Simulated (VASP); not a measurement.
# K3TaO3 (P6_3/mmc) in VASP: single point with PBE

Aim: the single point of K3TaO3 with PBE.

Program: VASP 6.6.1. These are calculated values, not measurements. Logs are shortened: lines on timing, memory, paths and dates and some standing lists are left out, and cuts for length are marked.

## Step 1: The cell of the first run

It takes space group P6_3/mmc (No. 194, hexagonal). The conventional cell has a = 8.219 Å, b = 8.219 Å, c = 5.897 Å, α = 90.00°, β = 90.00°, γ = 120.00°. Within 3.9 Å of K (site symmetry mm2) lie 4 O at 2.71 to 2.97 Å and 2 Ta at 3.71 Å and 6 K at 3.87 to 3.89 Å. Ta (site symmetry -6m2) has 3 O at 1.87 Å within 2.5 Å. Within 2.5 Å of O (site symmetry mm2) lie 1 Ta at 1.87 Å.

## Step 2: Single point, PBE

Contents of INCAR:

```
ALGO = Normal ; EDIFF = 1E-7
ENCUT = 520 ; GGA = PE
ISIF = 2 ; ISMEAR = 0
LASPH = T ; LCHARG = F
LREAL = F ; LWAVE = F
NBANDS = 69 ; NELM = 80
PREC = Accurate ; SIGMA = 0.02
```

Contents of KPOINTS:

```
k-points
0
Gamma
  6 6 6
```

Contents of POSCAR:

```
K3TaO3
1.0
    8.2189885266      0.0000000000      0.0000000000
   -4.1094942633      7.1178528574      0.0000000000
    0.0000000000      0.0000000000      5.8974990000
K Ta O
6 2 6
Direct
    0.6486479635      0.8243239818      0.7500000000
    0.1756760182      0.3513520365      0.7500000000
    0.1756760182      0.8243239818      0.7500000000
    0.8243239818      0.6486479635      0.2500000000
    0.8243239818      0.1756760182      0.2500000000
    0.3513520365      0.1756760182      0.2500000000
    0.6666666667      0.3333333333      0.7500000000
    0.3333333333      0.6666666667      0.2500000000
    0.4042589873      0.2021294936      0.7500000000
    0.7978705064      0.2021294936      0.7500000000
    0.7978705064      0.5957410127      0.7500000000
    0.2021294936      0.4042589873      0.2500000000
    0.5957410127      0.7978705064      0.2500000000
    0.2021294936      0.7978705064      0.2500000000
```

Potentials or basis: VASP PAW PBE potentials, release 64 (K_sv, Ta_pv, O).

On the command line:

```bash
$ cat potpaw_PBE.64/K_sv/POTCAR potpaw_PBE.64/Ta_pv/POTCAR potpaw_PBE.64/O/POTCAR > POTCAR
$ mpirun -np 1 vasp_std > vasp.out
```

OUTCAR:

```text
EDIFF = 1E-7
   ENCUT = 520
   GGA = PE
   ISIF = 2
   ISMEAR = 0
   LASPH = T
   LREAL = F
   NELM = 80
   PREC = Accurate

 ion  position               nearest neighbor table
   1  0.649  0.824  0.750-  10 2.71  11 2.71   8 3.71   8 3.71
   2  0.176  0.351  0.750-  10 2.71   9 2.71   8 3.71   8 3.71
   3  0.176  0.824  0.750-   9 2.71  11 2.71   8 3.71   8 3.71
   4  0.824  0.649  0.250-  14 2.71  13 2.71   7 3.71   7 3.71
   5  0.824  0.176  0.250-  13 2.71  12 2.71   7 3.71   7 3.71
   6  0.351  0.176  0.250-  14 2.71  12 2.71   7 3.71   7 3.71
   7  0.667  0.333  0.750-  11 1.87  10 1.87   9 1.87   4 3.71   4 3.71   5 3.71   5 3.71   6 3.71
                             6 3.71
   8  0.333  0.667  0.250-  12 1.87  14 1.87  13 1.87   2 3.71   2 3.71   3 3.71   3 3.71   1 3.71
                             1 3.71
   9  0.404  0.202  0.750-   7 1.87   3 2.71   2 2.71
  10  0.798  0.202  0.750-   7 1.87   1 2.71   2 2.71
  11  0.798  0.596  0.750-   7 1.87   3 2.71   1 2.71
  12  0.202  0.404  0.250-   8 1.87   5 2.71   6 2.71
  13  0.596  0.798  0.250-   8 1.87   5 2.71   4 2.71
  14  0.202  0.798  0.250-   8 1.87   6 2.71   4 2.71

  LATTYP: Found a hexagonal cell.
 ALAT       =     8.2189885266
 C/A-ratio  =     0.7175455935

  Lattice vectors:

 A1 = (   8.2189885266,   0.0000000000,   0.0000000000)
 A2 = (  -4.1094942633,   7.1178528574,   0.0000000000)
 A3 = (   0.0000000000,   0.0000000000,   5.8974990000)

Analysis of symmetry for initial positions (statically):
=====================================================================
 Subroutine PRICEL returns:
 Original cell was already a primitive cell.

 Routine SETGRP: Setting up the symmetry group for a
 hexagonal supercell.

 Subroutine GETGRP returns: Found 24 space group operations
 (whereof 12 operations were pure point group operations)
 out of a pool of 24 trial point group operations.

The static configuration has the point symmetry D_3d.
 The point group associated with its full space group is D_6h.

Analysis of symmetry for dynamics (positions and initial velocities):
=====================================================================
 Subroutine PRICEL returns:
 Original cell was already a primitive cell.

 Routine SETGRP: Setting up the symmetry group for a
 hexagonal supercell.

 Subroutine GETGRP returns: Found 24 space group operations
 (whereof 12 operations were pure point group operations)
 out of a pool of 24 trial point group operations.

The dynamic configuration has the point symmetry D_3d.
 The point group associated with its full space group is D_6h.

[... 139 lines left out ...]
   IALGO  =     38    algorithm
   IMIX   =      4    mixing-type and parameters
     AMIX     =   0.40;   BMIX     =  1.00
     AMIX_MAG =   1.60;   BMIX_MAG =  1.00
  volume/ion in A,a.u.               =      24.64       166.30
  Fermi-wavevector in a.u.,A,eV,Ry     =   1.125129  2.126186 17.223831  1.265916
  Thomas-Fermi vector in A             =   2.261805
   LORBIT       =      0    0 simple, 1 ext, 2 COOP (PROOUT), +10 PAW based schemes
   GGA     = PE    functional components
   LHFCALC =     F    Hartree Fock is set to
   AEXX    =    0.0000 exact exchange contribution
   IVDW    =     0    specifies the selected vdW correction
   LEPSILON=     F    determine dielectric tensor
   LRPA    =     F    only Hartree local field effects (RPA)
 non-spin polarized calculation
 Gauss-broadening in eV      SIGMA  =   0.02
  energy-cutoff  :      520.00
  volume of cell :      345.01
 maximum number of plane-waves:      9346
 NGX is ok and might be reduce to    64
   NGX = 31   NGY = 31   NGZ = 21

 number of electron     111.9999990 magnetization

 Free energy of the ion-electron system (eV)
  ---------------------------------------------------
  ext. energy  EPLUGINS =         0.00000000
  ---------------------------------------------------
  free energy    TOTEN  =       -85.48767941 eV

  energy without entropy =      -85.48767941  energy(sigma->0) =      -85.48767941

 E-fermi :   1.2227     XC(G=0):  -7.8936

 val. band max:        1.0672738490   @ k =   0.3333   0.3333   0.5000
 cond. band min:       2.6549009871   @ k =   0.0000   0.0000   0.5000
 fundamental gap:      1.5876271380
 Fermi energy:         1.2227232117

 k-point     1 :       0.0000    0.0000    0.0000
  band No.  band energies     occupation
      1     -33.6276      2.00000
      2     -33.6276      2.00000
      3     -33.6276      2.00000
      4     -33.6276      2.00000
      5     -33.2101      2.00000
      6     -33.2100      2.00000
[... 1693 lines left out ...]
     67       5.4604      0.00000
     68       5.4604      0.00000

 [... further k-points ...]

 [bands above 68 left out]

------------------------ aborting loop because EDIFF is reached ----------------------------------------

  FORCE on cell =-STRESS in cart. coord.  units (eV):
  Direction    XX          YY          ZZ          XY          YZ          ZX
  --------------------------------------------------------------------------------------
  -------------------------------------------------------------------------------------
  Total        1.0785232      1.0785232     -0.0714780      0.0000000      0.0000000      0.0000000
  in kB        5.0084669      5.0084669     -0.3319307      0.0000000      0.0000000      0.0000000
  external PRESSURE =       3.2283344 kB  Pullay stress =       0.0000000 kB

 VOLUME and BASIS-vectors are now :
 -----------------------------------------------------------------------------
  energy-cutoff  :      520.00
  volume of cell :      345.01
      direct lattice vectors                 reciprocal lattice vectors
     8.218988527  0.000000000  0.000000000     0.121669473  0.070245903  0.000000000
    -4.109494263  7.117852857  0.000000000     0.000000000  0.140491806  0.000000000
     0.000000000  0.000000000  5.897499000     0.000000000  0.000000000  0.169563403

 POSITION                                       TOTAL-FORCE (eV/Angst)
 -----------------------------------------------------------------------------------
      1.94368      5.86742      4.42312        -0.004476     -0.002584     -0.000000
     -0.00000      2.50087      4.42312         0.000000      0.005169      0.000000
     -1.94368      5.86742      4.42312         0.004476     -0.002584      0.000000
      4.10949      4.61698      1.47437        -0.000000     -0.005169     -0.000000
      6.05317      1.25044      1.47437        -0.004476      0.002584     -0.000000
      2.16582      1.25044      1.47437         0.004476      0.002584      0.000000
      4.10949      2.37262      4.42312         0.000000      0.000000      0.000000
     -0.00000      4.74524      1.47437        -0.000000      0.000000      0.000000
      2.49195      1.43873      4.42312        -0.149845     -0.086513     -0.000000
      5.72704      1.43873      4.42312         0.149845     -0.086513     -0.000000
      4.10949      4.24040      4.42312        -0.000000      0.173027     -0.000000
     -0.00000      2.87746      1.47437         0.000000     -0.173027      0.000000
      1.61754      5.67912      1.47437         0.149845      0.086513      0.000000
     -1.61754      5.67912      1.47437        -0.149845      0.086513      0.000000
 -----------------------------------------------------------------------------------
    total drift:                               -0.000001     -0.000000      0.000000

  FREE ENERGIE OF THE ION-ELECTRON SYSTEM (eV)
  ---------------------------------------------------
  free  energy   TOTEN  =       -85.4876794096 eV

  energy  without entropy=      -85.4876794096  energy(sigma->0) =      -85.48767941
```

Wall time 27 min (1 thread of Oxide Virtual Turin-like, shared host); peak memory 0.76 GiB.

Results:

| Property | Result |
| --- | --- |
| Free energy | -85.4877 eV |
| Pressure | 0.3 GPa |
| Largest force | 0.173 eV/Å |
| Band gap on the k mesh | 1.59 eV (least direct gap 1.60 eV) |

Forces in eV/Å, atoms in the order of the input:
```
K   -0.004 -0.003  0.000
K    0.000  0.005  0.000
K    0.004 -0.003  0.000
K    0.000 -0.005  0.000
K   -0.004  0.003  0.000
K    0.004  0.003  0.000
Ta   0.000  0.000  0.000
Ta   0.000  0.000  0.000
O   -0.150 -0.087  0.000
O    0.150 -0.087  0.000
O    0.000  0.173  0.000
O    0.000 -0.173  0.000
O    0.150  0.087  0.000
O   -0.150  0.087  0.000
```

Stress tensor (GPa, compression positive):
```
 0.50  0.00  0.00
 0.00  0.50  0.00
 0.00  0.00 -0.03
```

Caveat: spin-orbit coupling is left out, which moves the levels of the heavy elements. A k mesh can miss the band edges.
